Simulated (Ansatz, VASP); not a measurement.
One calculation of SiO2, two programs

```
CELL_PARAMETERS angstrom
4.21440 0.00000 0.00000
0.00000 4.21440 0.00000
0.00000 0.00000 2.68904
ATOMIC_POSITIONS crystal
Si 0.00000 0.00000 0.00000
Si 0.50000 0.50000 0.50000
O 0.30613 0.30613 0.00000
O 0.19387 0.80613 0.50000
O 0.69387 0.69387 0.00000
O 0.80613 0.19387 0.50000
```

Alike in both runs: task single point; functional r2SCAN; k mesh 6 × 6 × 9; occupations gaussian, width 0.1876 eV; no spin polarisation.

|  | VASP | Ansatz |
| --- | --- | --- |
| version | VASP 6.6.1 | Ansatz 0.2.0 |
| potentials or method | VASP PAW PBE potentials, release 64 (Si, O), cutoff 520 eV | PAW plane waves |
| valence electrons in the cell | 32 | 32 |

|  | VASP | Ansatz | Ansatz less VASP |
| --- | --- | --- | --- |
| gap on the k mesh at the Fermi level (eV) | 6.11 | 6.12 | +0.005 |
| pressure (GPa) | -6.6 | -6.9 | -0.35 |
| traceless stress, the component that is largest in VASP (GPa) | -0.63 | -1.20 | -0.564 |
| rms of the force components (eV/Å) | 0.055 | 0.064 | +0.0094 |

VASP's potentials were made for PBE, not for r2SCAN. Atom by atom the forces differ by 0.009 eV/Å (rms over components).
